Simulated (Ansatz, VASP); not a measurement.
# WC: VASP beside Ansatz

```
CELL_PARAMETERS angstrom
2.90050 0.00000 0.00000
-1.45025 2.51191 0.00000
0.00000 0.00000 2.80071
ATOMIC_POSITIONS crystal
W 0.00000 0.00000 0.00000
C 0.66667 0.33333 0.50000
```

Change from the starting cell: zz strain of -1 %.

Alike in both runs: task single point; functional PBEsol; k mesh 13 × 13 × 12; occupations fermi-dirac, width 0.05 eV; no spin polarisation.

```csv
,VASP,Ansatz
version,VASP 6.6.1,Ansatz 0.2.0
potentials or method,"VASP PAW PBE potentials, release 64 (W_sv, C), cutoff 520 eV","all-electron LAPW, scalar-relativistic"
```

|  | VASP | Ansatz | Ansatz less VASP |
| --- | --- | --- | --- |
| pressure (GPa) | 5.2 | 3.8 | -1.32 |
| traceless stress, the component that is largest in VASP (GPa) | 5.50 | 5.22 | -0.281 |

VASP's potentials were made for PBE, not for PBEsol. Ansatz ran all-electron here, and VASP with PAW potentials.

Neither program's run includes spin-orbit coupling.
